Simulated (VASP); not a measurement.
# Cl (P6_3/mmc) in VASP: notebook

Runs on Cl. Level: PBE+D3(BJ). Tasks: single point, relaxation of cell and atoms.

Everything below comes from runs of VASP 6.6.1. Logs are shortened: lines on timing, memory, paths and dates and some standing lists are left out, and cuts for length are marked.

### Step 1. The cell of the first run

The structure is hexagonal, space group P6_3/mmc (No. 194). Conventional cell: a = 3.573 Å, b = 3.573 Å, c = 3.910 Å, α = 90.00°, β = 90.00°, γ = 120.00°. Within 3.7 Å of Cl (site symmetry -6m2) lie 12 Cl at 2.84 to 3.57 Å.

### Step 2. Single point, PBE+D3(BJ)

Input file INCAR:

```
SYSTEM = Cl
ALGO = Normal
EDIFF = 1E-6
ENCUT = 500
GGA = PE
GGA_COMPAT = .False.
ISIF = 2
ISMEAR = 1
IVDW = 12
LASPH = .True.
LCHARG = .True.
LELF = .True.
LREAL = .False.
LVHAR = .True.
LWAVE = .False.
NBANDS = 14
NELM = 120
PREC = Accurate
SIGMA = 0.02
```

Input file KPOINTS:

```
k-points
0
Gamma
  9 9 5
  0 0 0
```

Input file POSCAR:

```
Cl
1.0
    3.5734157097      0.0000000000      0.0000000000
   -1.7867078549      3.0946687829      0.0000000000
    0.0000000000      0.0000000000      3.9103562296
Cl
2
Direct
    0.3333333333      0.6666666667      0.2500000000
    0.6666666667      0.3333333333      0.7500000000
```

Potentials or basis: VASP PAW PBE potentials, release 64 (Cl).

The run is started by

```sh
cat potpaw_PBE.64/Cl/POTCAR > POTCAR
mpirun -np 1 vasp_std > vasp.out
```

OUTCAR:

```text
SYSTEM = Cl
   EDIFF = 1E-6
   ENCUT = 500
   GGA = PE
   ISIF = 2
   ISMEAR = 1
   IVDW = 12
   LASPH = .True.
   LREAL = .False.
   NELM = 120
   PREC = Accurate
 IVDW          = 12

 ion  position               nearest neighbor table
   1  0.333  0.667  0.250-
   2  0.667  0.333  0.750-

  LATTYP: Found a hexagonal cell.
 ALAT       =     3.5734157097
 C/A-ratio  =     1.0942908822

  Lattice vectors:

 A1 = (   3.5734157097,   0.0000000000,   0.0000000000)
 A2 = (  -1.7867078549,   3.0946687829,   0.0000000000)
 A3 = (   0.0000000000,   0.0000000000,   3.9103562296)

Analysis of symmetry for initial positions (statically):
=====================================================================
 Subroutine PRICEL returns:
 Original cell was already a primitive cell.

 Routine SETGRP: Setting up the symmetry group for a
 hexagonal supercell.

 Subroutine GETGRP returns: Found 24 space group operations
 (whereof 12 operations were pure point group operations)
 out of a pool of 24 trial point group operations.

The static configuration has the point symmetry D_3d.
 The point group associated with its full space group is D_6h.

Analysis of symmetry for dynamics (positions and initial velocities):
=====================================================================
 Subroutine PRICEL returns:
 Original cell was already a primitive cell.

 Routine SETGRP: Setting up the symmetry group for a
 hexagonal supercell.

 Subroutine GETGRP returns: Found 24 space group operations
 (whereof 12 operations were pure point group operations)
 out of a pool of 24 trial point group operations.

The dynamic configuration has the point symmetry D_3d.
 The point group associated with its full space group is D_6h.

 Subroutine INISYM returns: Found 24 space group operations
 (whereof 12 operations are pure point group operations),
 and found     1 'primitive' translations

----------------------------------------------------------------------------------------

                                     Primitive cell

  volume of cell :      43.2428

  direct lattice vectors                    reciprocal lattice vectors
     3.573415710  0.000000000  0.000000000     0.279844295  0.161568179  0.000000000
    -1.786707855  3.094668783  0.000000000     0.000000000  0.323136358  0.000000000
     0.000000000  0.000000000  3.910356230     0.000000000  0.000000000  0.255731177

  length of vectors
     3.573415710  3.573415710  3.910356230     0.323136358  0.323136358  0.255731177

  position of ions in fractional coordinates (direct lattice)
     0.333333333  0.666666667  0.250000000
     0.666666667  0.333333333  0.750000000

  ion indices of the primitive-cell ions
   primitive index   ion index
                 1           1
                 2           2

----------------------------------------------------------------------------------------

 KPOINTS: k-points

Automatic generation of k-mesh.
 Grid dimensions read from file:
 generate k-points for:    9    9    5

 Generating k-lattice:

  Cartesian coordinates                     Fractional coordinates (reciprocal lattice)
     0.031093811  0.017952020  0.000000000     0.111111111  0.000000000  0.000000000
     0.000000000  0.035904040  0.000000000     0.000000000  0.111111111  0.000000000
     0.000000000  0.000000000  0.051146235     0.000000000  0.000000000  0.200000000

  Length of vectors
     0.035904040  0.035904040  0.051146235

  Shift w.r.t. Gamma in fractional coordinates (k-lattice)
     0.000000000  0.000000000  0.000000000

 Subroutine IBZKPT returns following result:
 ===========================================

 Found     36 irreducible k-points:

 Following reciprocal coordinates:
            Coordinates               Weight
  0.000000  0.000000  0.000000      1.000000
  0.111111  0.000000  0.000000      6.000000
  0.222222  0.000000  0.000000      6.000000
  0.333333  0.000000  0.000000      6.000000
  0.444444  0.000000  0.000000      6.000000
  0.111111  0.111111  0.000000      6.000000
[... 16 lines left out ...]
  0.333333  0.222222  0.200000     24.000000
  0.333333  0.333333  0.200000      4.000000
 [... further k-points ...]
   k-points           NKPTS =     36   k-points in BZ     NKDIM =     36   number of bands    NBANDS=     14
   number of dos      NEDOS =    301   number of ions     NIONS =      2
   total plane-waves  NPLWV =  23520
   dimension x,y,z NGX =    28 NGY =   28 NGZ =   30
   dimension x,y,z NGXF=    56 NGYF=   56 NGZF=   60
   ions per type =               2
   NGX,Y,Z   is equivalent  to a cutoff of  13.03, 13.03, 12.75 a.u.
   NGXF,Y,Z  is equivalent  to a cutoff of  26.05, 26.05, 25.51 a.u.
 SYSTEM =  Cl
   PREC   = accura    normal or accurate (medium, high low for compatibility)
   ISTART =      0    job   : 0-new  1-cont  2-samecut
   ICHARG =      2    charge: 1-file 2-atom 10-const
   ISPIN  =      1    spin polarized calculation?
   LNONCOLLINEAR =      F non collinear calculations
   LSORBIT =      F    spin-orbit coupling
   LASPH  =      T    aspherical Exc in radial PAW
   ENCUT  =  500.0 eV  36.75 Ry    6.06 a.u.   6.52  6.52  7.13*2*pi/ulx,y,z
   NELM   =    120;   NELMIN=  2; NELMDL= -5     # of ELM steps
   EDIFF  = 0.1E-05   stopping-criterion for ELM
   LREAL  =      F    real-space projection
   EDIFFG = 0.1E-04   stopping-criterion for IOM
   NSW    =      0    number of steps for IOM
   IBRION =     -1    ionic relax: 0-MD 1-quasi-New 2-CG
   NFREE  =      0    steps in history (QN), initial steepest desc. (CG)
   ISIF   =      2    stress and relaxation
   ISYM   =      2    0-nonsym 1-usesym 2-fastsym
   POTIM  = 0.5000    time-step for ionic-motion
   TEBEG  =    0.0;   TEEND  =   0.0 temperature during run
   PSTRESS=    0.0 pullay stress
   NELECT =      14.0000    total number of electrons
   NUPDOWN=      -1.0000    fix difference up-down
   EMIN   =  10.00;   EMAX   =-10.00  energy-range for DOS
   EFERMI =   0.00;   METHOD = LEGACY
   ISMEAR =     1;   SIGMA  =   0.02  broadening in eV -4-tet -1-fermi 0-gaus
   EFERMI_NEDOS =   21; number of points for ismear=-14 and -15
   IALGO  =     38    algorithm
   IMIX   =      4    mixing-type and parameters
     AMIX     =   0.40;   BMIX     =  1.00
     AMIX_MAG =   1.60;   BMIX_MAG =  1.00
  volume/ion in A,a.u.               =      21.62       145.91
  Fermi-wavevector in a.u.,A,eV,Ry     =   1.124120  2.124280 17.192957  1.263647
  Thomas-Fermi vector in A             =   2.260790
   LORBIT       =      0    0 simple, 1 ext, 2 COOP (PROOUT), +10 PAW based schemes
   GGA     = PE    functional components
   LHFCALC =     F    Hartree Fock is set to
   AEXX    =    0.0000 exact exchange contribution
   IVDW    =    12    specifies the selected vdW correction
   LEPSILON=     F    determine dielectric tensor
   LRPA    =     F    only Hartree local field effects (RPA)
 non-spin polarized calculation
 Methfessel and Paxton  Order N= 1 SIGMA  =   0.02
  energy-cutoff  :      500.00
  volume of cell :       43.24
 maximum number of plane-waves:      1143
 NGX is ok and might be reduce to    28
   NGX = 13   NGY = 13   NGZ = 15

 number of electron      14.0000000 magnetization

 Free energy of the ion-electron system (eV)
  ---------------------------------------------------
  ext. energy  EPLUGINS =         0.00000000
  ---------------------------------------------------
  free energy    TOTEN  =        -2.17815168 eV

  energy without entropy =       -2.17796872  energy(sigma->0) =       -2.17809070

 E-fermi :   2.0287     XC(G=0):  -9.3435

 val. band max:        2.0259895459   @ k =   0.3333   0.2222   0.2000
 cond. band min:       2.0523750212   @ k =   0.2222   0.2222   0.0000
 fundamental gap:      0.0263854753
 Fermi energy:         2.0286707951

 k-point     1 :       0.0000    0.0000    0.0000
  band No.  band energies     occupation
      1     -13.9258      2.00000
      2     -10.7298      2.00000
      3      -2.2290      2.00000
      4      -0.1329      2.00000
      5      -0.1329      2.00000
      6       1.8153      2.00000
      7       1.8153      2.00000
      8       2.9231      0.00000
      9       9.4359      0.00000
     10      10.6588      0.00000
     11      14.0740      0.00000
     12      14.0740      0.00000
     13      15.5399      0.00000
     14      15.5399      0.00000

 k-point     2 :       0.1111    0.0000    0.0000
  band No.  band energies     occupation
      1     -13.8313      2.00000
      2     -10.7904      2.00000
      3      -2.1177      2.00000
      4      -0.3506      2.00000
      5      -0.2851      2.00000
      6       1.6020      2.00000
      7       1.9175      2.00000
      8       2.7364      0.00000
      9       9.7716      0.00000
     10      11.0939      0.00000
     11      13.4422      0.00000
     12      14.3278      0.00000
     13      15.2250      0.00000
     14      15.4104      0.00000

 k-point     3 :       0.2222    0.0000    0.0000
  band No.  band energies     occupation
      1     -13.5618      2.00000
      2     -10.9777      2.00000
      3      -1.7957      2.00000
      4      -0.8598      2.00000
      5      -0.6050      2.00000
      6       1.1521      2.00000
      7       2.1060     -0.00000
      8       2.2306     -0.00000
      9      10.2658      0.00000
     10      11.8697      0.00000
     11      13.2017      0.00000
     12      14.6229      0.00000
     13      14.7896      0.00000
     14      15.1140      0.00000
[... 324 lines left out ...]
 k-point    23 :       0.3333    0.2222    0.2000
  band No.  band energies     occupation
      1     -12.4373      2.00000
      2     -11.8304      2.00000
      3      -2.1717      2.00000
      4      -1.7264      2.00000
      5      -1.1494      2.00000
      6       1.0950      2.00000
      7       1.4099      2.00000
      8       2.0260      1.22466
      9      11.4467      0.00000
     10      12.3704      0.00000
     11      13.4948      0.00000
     12      14.2240      0.00000
     13      16.1253      0.00000
     14      17.2150      0.00000

 k-point    24 :       0.3333    0.3333    0.2000
  band No.  band energies     occupation
      1     -12.1173      2.00000
      2     -12.1173      2.00000
      3      -2.1004      2.00000
      4      -1.6035      2.00000
      5      -1.6035      2.00000
      6       1.2784      2.00000
      7       1.6271      2.00000
      8       1.6271      2.00000
      9      12.1611      0.00000
     10      12.3694      0.00000
     11      13.6041      0.00000
     12      13.6041      0.00000
     13      16.7915      0.00000
     14      16.7915      0.00000

 [... further k-points ...]

------------------------ aborting loop because EDIFF is reached ----------------------------------------

 Edisp (eV)   -0.42666

 E8    (eV) :    -0.1452

  FORCE on cell =-STRESS in cart. coord.  units (eV):
  Direction    XX          YY          ZZ          XY          YZ          ZX
  --------------------------------------------------------------------------------------
  -------------------------------------------------------------------------------------
  Total      -0.03351    -0.03351    -0.04580     0.00000     0.00000     0.00000
  in kB      -1.24170    -1.24170    -1.69698     0.00000     0.00000     0.00000
  external pressure =       -1.39 kB  Pullay stress =        0.00 kB

 VOLUME and BASIS-vectors are now :
 -----------------------------------------------------------------------------
  energy-cutoff  :      500.00
  volume of cell :       43.24
      direct lattice vectors                 reciprocal lattice vectors
     3.573415710  0.000000000  0.000000000     0.279844295  0.161568179  0.000000000
    -1.786707855  3.094668783  0.000000000     0.000000000  0.323136358  0.000000000
     0.000000000  0.000000000  3.910356230     0.000000000  0.000000000  0.255731177

 POSITION                                       TOTAL-FORCE (eV/Angst)
 -----------------------------------------------------------------------------------
     -0.00000      2.06311      0.97759        -0.000000      0.000000      0.000000
      1.78671      1.03156      2.93277         0.000000      0.000000      0.000000
 -----------------------------------------------------------------------------------
    total drift:                               -0.000000      0.000000     -0.000000

  FREE ENERGIE OF THE ION-ELECTRON SYSTEM (eV)
  ---------------------------------------------------
  free  energy   TOTEN  =        -2.6048143049 eV

  energy  without entropy=       -2.6046313460  energy(sigma->0) =       -2.60475332
```

It took 11 s on 1 thread of Intel Xeon Platinum 8488C (Sapphire Rapids), shared host; peak memory 0.16 GiB.

Results:

* Free energy: -2.6048 eV
* Pressure: -0.1 GPa
* Band gap on the k mesh: zero (bands 7 and 8 overlap by 1.55 eV)
* Dispersion energy per atom: -0.213 eV

Levels at points of the mesh, in eV from the Fermi level:
```
           k point  band 4  band 5  band 6  band 7  band 8  band 9  band 10  band 11
(0.00, 0.00, 0.00)   -2.16   -2.16   -0.21   -0.21    0.89    7.41     8.63    12.05
```

### Step 3. Relaxation of cell and atoms, PBE+D3(BJ)

This run uses another cell than the first one, of 22.31 Å³/atom.

Input file INCAR:

```
SYSTEM = Cl
PREC = Accurate
ENCUT = 500
EDIFF = 1E-7
ISMEAR = 1
SIGMA = 0.02
LREAL = .FALSE.
LASPH = .TRUE.
NELM = 120
ALGO = Normal
ISIF = 3
LWAVE = .FALSE.
LCHARG = .FALSE.
GGA = PE
IVDW = 12
IBRION = 2
NSW = 80
EDIFFG = -0.01
GGA_COMPAT = .FALSE.
NELMIN = 4
```

Input file KPOINTS:

```
Automatic mesh
0
G
  9 9 5
  0 0 0
```

Input file POSCAR:

```
Cl
1.0
    3.1600000000      0.0000000000      0.0000000000
   -1.5800000000      2.7366402760      0.0000000000
    0.0000000000      0.0000000000      5.1602800000
Cl
2
Direct
    0.3333333333      0.6666666667      0.2500000000
    0.6666666667      0.3333333333      0.7500000000
```

Potentials or basis: VASP PAW PBE potentials, release 64 (Cl).

The run is started by

```sh
cat potpaw_PBE.64/Cl/POTCAR > POTCAR
mpirun -np 1 vasp_std > vasp.out
```

It took 98 s on 1 thread of Intel Xeon Platinum 8488C (Sapphire Rapids), shared host; peak memory 0.17 GiB.

It converged, with:

```yaml
Free_energy: -2.6013 eV
Relaxed_volume: 21.52 Å³/atom
Relaxed_cell: a = 3.565 Å, b = 3.565 Å, c = 3.911 Å, α = 90.00°, β = 90.00°, γ = 120.00°
Space_group_after_relaxing_to_0.1_Å: P6_3/mmc (No. 194)
Energy_gained_by_relaxing: 209.6 meV/atom
Ionic_steps: 24
Pressure_after_relaxing: 0.0 GPa
Band_gap_on_the_k_mesh: zero (bands 7 and 8 overlap by 1.55 eV)
Dispersion_energy_per_atom: -0.214 eV
```

The path:
```csv
step,energy change (eV),largest force (eV/Å),pressure (GPa),volume (Å³)
1,0.0000,0.0000,-2.51,44.62
2,-0.0263,0.0000,-1.22,42.41
3,-0.0324,0.0000,-0.10,40.96
4,-0.0325,0.0000,0.01,40.85
5,-0.0328,0.0000,0.01,40.83
6,-0.0360,0.0000,0.02,40.79
7,-0.0501,0.0000,0.03,40.69
8,-0.0951,0.0000,0.13,40.46
9,-0.2142,0.0000,0.75,39.87
10,-0.3457,0.0000,5.00,38.16
11,-0.3439,0.0000,5.28,38.08
12,-0.3489,0.0000,5.03,38.23
13,-0.3625,0.0000,4.28,38.70
14,-0.3839,0.0000,2.92,39.65
15,-0.4053,0.0000,0.64,41.59
16,-0.4067,0.0000,0.02,42.23
17,-0.4068,0.0000,-0.06,42.32
18,-0.4086,0.0000,-0.05,42.37
19,-0.4130,0.0000,-0.04,42.53
20,-0.4184,0.0000,0.04,42.83
21,-0.4191,0.0000,0.08,42.96
22,-0.4191,0.0000,0.09,42.99
23,-0.4191,0.0000,0.08,42.98
24,-0.4191,0.0000,0.02,43.05
```

Final structure:
```cif
data_structure
_symmetry_space_group_name_H-M 'P 1'
_symmetry_Int_Tables_number 1
_cell_length_a 3.5649
_cell_length_b 3.5649
_cell_length_c 3.9114
_cell_angle_alpha 90.000
_cell_angle_beta 90.000
_cell_angle_gamma 120.000
_cell_volume 43.05
loop_
_atom_site_label
_atom_site_type_symbol
_atom_site_fract_x
_atom_site_fract_y
_atom_site_fract_z
_atom_site_occupancy
Cl1 Cl 0.33333 0.66667 0.25000 1
Cl2 Cl 0.66667 0.33333 0.75000 1
```

Levels at points of the mesh, in eV from the Fermi level:
| k point | band 4 | band 5 | band 6 | band 7 | band 8 | band 9 | band 10 | band 11 |
| --- | --- | --- | --- | --- | --- | --- | --- | --- |
| (0.00, 0.00, 0.00) | -2.16 | -2.16 | -0.21 | -0.21 | 0.91 | 7.40 | 8.65 | 12.05 |

Caveat: a cell axis changed by over 15 % at a fixed basis, so the end point is rough.
